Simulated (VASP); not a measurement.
Runs of VASP 6.6.1 on Ti. It takes space group Im-3m (No. 229, cubic). Conventional cell: a = 3.282 Å, b = 3.282 Å, c = 3.282 Å, α = 90.00°, β = 90.00°, γ = 90.00°. Within 3.7 Å of Ti (site symmetry m-3m) lie 14 Ti at 2.84 to 3.28 Å. 

```csv
k mesh,gap on the mesh (eV),pressure (GPa)
4 × 4 × 4,none,-6.2
6 × 6 × 6,none,-6.2
8 × 8 × 8,none,-6.6
12 × 12 × 12,none,-6.6
3 × 3 × 3,none,(a)
10 × 10 × 10,none,-6.5
```

Alike in all rows: task single point; level PBEsol; potentials or basis VASP PAW PBE potentials, release 64 (Ti_sv); no spin polarisation; cell as given; cutoff (eV) 520; smearing fermi-dirac 0.1 eV.

Task: Fill in the values left out.

Result: (a) -7.1.

Caveats: some runs use coarse meshes; the PAW data sets were made with another functional, which shifts forces and pressure a little.

A gap of «none» marks levels without a gap at the run's occupations.
